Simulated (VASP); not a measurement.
Wanted: the native input for a VASP 6.6.1 run.

* Task: relaxation of cell and atoms
* Functional: PBE
* Potentials or basis: VASP PAW PBE potentials, release 64 (Bi_d)
* Cutoff: 600 eV
* k mesh: 13 × 13 × 7
* Occupations: fermi-dirac, width 0.05 eV
* Spin: no spin polarisation
* Dipole correction: no
* Further INCAR settings: ALGO = Normal; EDIFF = 1e-06; IBRION = 2; EDIFFG = -0.005; NSW = 45; ISIF = 3

The structure of Bi lies in POSCAR:

```
Bi
1.0
    3.4954122469      0.0000000000      0.0000000000
   -1.7477061234      3.0271158026      0.0000000000
    0.0000000000      0.0000000000      6.0123925591
Bi
2
Direct
    0.3333333333      0.6666666667      0.2500000000
    0.6666666667      0.3333333333      0.7500000000
```

This isn't the form of Bi at room conditions, which is rhombohedral.

The input as run:

INCAR

```
SYSTEM = Bi
ALGO = Normal
EDIFF = 1E-6
EDIFFG = -0.005
ENCUT = 600
GGA = PE
IBRION = 2
ISIF = 3
ISMEAR = -1
LASPH = .TRUE.
LCHARG = .FALSE.
LREAL = .FALSE.
LWAVE = .FALSE.
NELM = 60
NSW = 45
PREC = Accurate
SIGMA = 0.05
```

KPOINTS

```
k-points
0
G
  13 13 7
  0 0 0
```

Potentials or basis: VASP PAW PBE potentials, release 64 (Bi_d).

Launch:

```bash
$ cat potpaw_PBE.64/Bi_d/POTCAR > POTCAR
$ mpirun -np 1 vasp_std > vasp.out
```

Results of the run:

- Pressure after relaxing: 0.0 GPa
- Band gap on the k mesh: zero (bands 15 and 16 overlap by 6.53 eV)

Caveat: spin-orbit coupling is left out, which moves the levels of the heavy elements.

It took 38 s on 1 thread of Intel(R) Xeon(R) 6975P-C (Granite Rapids) (shared host), peak memory 0.24 GiB.
